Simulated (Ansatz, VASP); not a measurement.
In3H in VASP and in Ansatz

```
In H
1.0
     4.50444    0.00000    0.00000
     0.00000    4.50444    0.00000
     0.00000    0.00000    4.50444
In H
3 1
Cartesian
  0.0000 2.2522 2.2522
  2.2522 0.0000 2.2522
  2.2522 2.2522 0.0000
  0.0000 0.0000 0.0000
```

Alike in both runs: functional PBE; k mesh 10 × 10 × 10; occupations gaussian, width 0.1 eV; no spin polarisation.

Ansatz relaxed the structure, and its values are those at the end. VASP's run is a single point on that final structure, the one shown.

|  | VASP | Ansatz |
| --- | --- | --- |
| version | VASP 6.6.1 | Ansatz 0.2.0 |
| potentials or method | VASP PAW PBE potentials, release 64 (In_d, H), cutoff 520 eV | scalar-relativistic, plane waves, PAW |
| valence electrons in the cell | 40 | 40 |

```tsv
	VASP	Ansatz	Ansatz less VASP
gap on the k mesh at the Fermi level (eV)	none	none	-
pressure (GPa)	0.0	0.0	0.00
```

A gap of «none» marks a metal or a gap that the smearing closes. The functional is the same, so the differences come from potentials, cutoffs and numerics.
